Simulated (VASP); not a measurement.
TaN, 2 atoms in the cell. The structure is hexagonal, space group P-6m2 (No. 187). The conventional cell has a = 2.878 Å, b = 2.878 Å, c = 2.824 Å, α = 90.00°, β = 90.00°, γ = 120.00°. Within 2.9 Å of Ta (site symmetry -6m2) lie 6 N at 2.18 Å and 8 Ta at 2.82 to 2.88 Å. N (site symmetry -6m2) has 6 Ta at 2.18 Å and 8 N at 2.82 to 2.88 Å within 2.9 Å.  This cell differs from its parent crystal: volume scaled by 0.94.

```yaml
Program: VASP 6.6.1
Task: single point
Functional: PBEsol
Potentials_or_basis: VASP PAW PBE potentials, release 64 (Ta_pv, N)
Cutoff: 520 eV
k_mesh: 10 × 10 × 9
Occupations: fermi-dirac, width 0.05 eV
Spin: no spin polarisation
Dipole_correction: no
Further_INCAR_settings: ALGO = Normal; EDIFF = 1e-06; NBANDS = 15
```

Potentials or basis: VASP PAW PBE potentials, release 64 (Ta_pv, N).

The run is started by

```console
$ cat potpaw_PBE.64/Ta_pv/POTCAR potpaw_PBE.64/N/POTCAR > POTCAR
$ mpirun -np 1 vasp_std > vasp.out
```

Hardware: 1 thread of Intel(R) Xeon(R) Platinum 8488C (Sapphire Rapids), on a shared host.

Task: Estimate the wall time of this run.

Result: It took 11 s on 1 thread of Intel(R) Xeon(R) Platinum 8488C (Sapphire Rapids), with other jobs on the host, peak memory 0.15 GiB. Counts: scf iterations 13, k points 70.
